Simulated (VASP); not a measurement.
Input of a VASP 6.6.1 run:

Contents of INCAR:

```
  ALGO = Normal
  EDIFF = 1E-6
  ENCUT = 750
  GGA_COMPAT = F
  ISIF = 2
  ISMEAR = 1
  LASPH = T
  LCHARG = F
  LREAL = F
  LWAVE = F
  NBANDS = 23
  NELM = 120
  PREC = Accurate
  SIGMA = 0.2
```

The input KPOINTS:

```
k-points
0
Gamma
  4 4 4
```

The input POSCAR:

```
K3Li
1.0
    6.1851970000      0.0000000000      0.0000000000
    0.0000000000      6.1851970000      0.0000000000
    0.0000000000      0.0000000000      6.1851970000
K Li
3 1
Direct
    0.0000000000      0.5000000000      0.5000000000
    0.5000000000      0.0000000000      0.5000000000
    0.5000000000      0.5000000000      0.0000000000
    0.0000000000      0.0000000000      0.0000000000
```

Potentials or basis: VASP PAW LDA potentials, release 64 (K_sv, Li_sv).

Run with:

```console
$ cat potpaw_LDA.64/K_sv/POTCAR potpaw_LDA.64/Li_sv/POTCAR > POTCAR
$ mpirun -np 1 vasp_std > vasp.out
```

(1) What does it give for the pressure?

(2) Predict the band gap on the k mesh.

## Answers

(1) -0.6 GPa.

(2) zero (bands 15 and 16 overlap by 1.00 eV).
